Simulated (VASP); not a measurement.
Write the native input for VASP 6.6.1 that does the following.

- Task: single point
- Functional: r2SCAN
- Potentials or basis: VASP PAW PBE potentials, release 64 (Si, Ge_d)
- Cutoff: 520 eV
- k mesh: 12 × 12 × 6
- Occupations: gaussian, width 0.05 eV
- Spin: no spin polarisation
- Dipole correction: no
- Further INCAR settings: ALGO = Normal; EDIFF = 1e-07; NBANDS = 26

SiGe:

```
CELL_PARAMETERS angstrom
3.90445 0.00000 0.00000
-1.95223 3.38135 0.00000
0.00000 0.00000 6.45078
ATOMIC_POSITIONS crystal
Si 0.66667 0.33333 0.87461
Si 0.33333 0.66667 0.37461
Ge 0.66667 0.33333 0.50039
Ge 0.33333 0.66667 0.00039
```

These files were run (other wordings do the same):

POSCAR

```
SiGe
1.0
    3.9044512986      0.0000000000      0.0000000000
   -1.9522256493      3.3813540124      0.0000000000
    0.0000000000      0.0000000000      6.4507830000
Si Ge
2 2
Direct
    0.6666666667      0.3333333333      0.8746070000
    0.3333333333      0.6666666667      0.3746070000
    0.6666666667      0.3333333333      0.5003920000
    0.3333333333      0.6666666667      0.0003920000
```

INCAR.step1

```
SYSTEM = SiGe
ALGO     = Normal         ! electronic algorithm
EDIFF    = 1E-4           ! SCF threshold, eV
ENCUT    = 520            ! plane-wave cutoff, eV
GGA      = PE             ! functional
ISMEAR   = 0              ! smearing method
LASPH    = .TRUE.         ! aspherical terms in the spheres
LCHARG   = .FALSE.        ! write CHGCAR
LREAL    = .FALSE.        ! projectors in reciprocal space
LWAVE    = .TRUE.         ! write WAVECAR
NBANDS   = 26             ! bands
NELM     = 60             ! most SCF steps
PREC     = Accurate       ! precision mode
SIGMA    = 0.05           ! smearing width, eV
```

INCAR.step2

```
SYSTEM = SiGe
ALGO     = Normal         ! electronic algorithm
EDIFF    = 1E-7           ! SCF threshold, eV
ENCUT    = 520            ! plane-wave cutoff, eV
ISIF     = 2              ! what is computed and relaxed
ISMEAR   = 0              ! smearing method
ISTART   = 1            
LASPH    = .TRUE.         ! aspherical terms in the spheres
LCHARG   = .FALSE.        ! write CHGCAR
LMIXTAU  = .TRUE.       
LREAL    = .FALSE.        ! projectors in reciprocal space
LWAVE    = .FALSE.        ! write WAVECAR
METAGGA  = R2SCAN         ! meta-GGA
NBANDS   = 26             ! bands
NELM     = 60             ! most SCF steps
PREC     = Accurate       ! precision mode
SIGMA    = 0.05           ! smearing width, eV
```

KPOINTS

```
k-points
0
G
  12 12 6
  0 0 0
```

Potentials or basis: VASP PAW PBE potentials, release 64 (Si, Ge_d).

Command:

```console
$ cat potpaw_PBE.64/Si/POTCAR potpaw_PBE.64/Ge_d/POTCAR > POTCAR
$ cp INCAR.step1 INCAR
$ mpirun -np 1 vasp_std > vasp.out
$ cp INCAR.step2 INCAR
$ mpirun -np 1 vasp_std > vasp.out
```

Results of the run:

| Item | Value |
| --- | --- |
| Pressure | 0.0 GPa |
| Largest force | 0.021 eV/Å |
| Band gap on the k mesh | 0.66 eV, indirect (least direct gap 0.78 eV) |

Caveat: the PAW data sets were made with another functional, which shifts forces and pressure a little.

Run time: 5.1 min on 1 thread of Intel(R) Xeon(R) 6975P-C (Granite Rapids), with other jobs on the host, peak memory 0.3 GiB.
